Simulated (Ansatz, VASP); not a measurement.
AgPt3 in VASP and in Ansatz

The input INCAR:

```
ALGO = Normal
EDIFF = 1E-8
ENCUT = 520
ISIF = 2
ISMEAR = -1
LASPH = True
LCHARG = False
LEFG = True
LREAL = False
LWAVE = False
NBANDS = 28
NELM = 60
PREC = Accurate
SIGMA = 0.08
```

Contents of KPOINTS:

```
k-points
0
Gamma
  9 9 9
```

Contents of POSCAR:

```
AgPt3
1.0
    3.9513216749      0.0000000000      0.0000000000
    0.0000000000      3.9513216749      0.0000000000
    0.0000000000      0.0000000000      3.9513216749
Ag Pt
1 3
Direct
    0.0000000000      0.0000000000      0.0000000000
    0.0000000000      0.5000000000      0.5000000000
    0.5000000000      0.0000000000      0.5000000000
    0.5000000000      0.5000000000      0.0000000000
```

Input for Ansatz:

```yaml
crystal:
  lattice:
    - [3.9513216749, 0.0, 0.0]
    - [0.0, 3.9513216749, 0.0]
    - [0.0, 0.0, 3.9513216749]
  atoms:
    - { symbol: Ag, position: [0.0, 0.0, 0.0] }
    - { symbol: Pt, position: [0.0, 0.5, 0.5] }
    - { symbol: Pt, position: [0.5, 0.0, 0.5] }
    - { symbol: Pt, position: [0.5, 0.5, 0.0] }
kpoints:
  mp_grid: { grid: [9, 9, 9] }
scf:
  occupations: { method: fermi_dirac, width: 0.08 }
hamiltonian:
  xc: lda
  pseudopotentials: { kind: paw }
output:
  forces: true
  stress: true
  eigenvalues: true
  efg: { contact_densities: true }
```

Change from the starting cell: volume scaled by 1.04, PAW files.

Alike in both runs: task electric field gradients; functional LDA; k mesh 9 × 9 × 9; occupations fermi-dirac, width 0.08 eV; no spin polarisation.

```csv
,VASP,Ansatz
version,VASP 6.6.1,Ansatz 0.2.0
potentials or method,"VASP PAW LDA potentials, release 64 (Ag, Pt)","PAW with Ansatz's default frozen-core files, scalar-relativistic"
plane-wave cutoff (eV),520,420
valence electrons in the cell,41,73
```

```tsv
	VASP	Ansatz	Ansatz less VASP
pressure (GPa)	-6.8	-7.3	-0.51
size of Vzz on the site where it differs most (V/Å²)	11.8	13.2	+1.41
```

LDA's correlation is that of Perdew and Zunger in VASP and of Perdew and Wang (1992) in Ansatz. VASP's potentials hold 41 valence electrons a cell and Ansatz's 73, so a difference there can come from the potentials and not from the codes.

Neither program's run includes spin-orbit coupling.
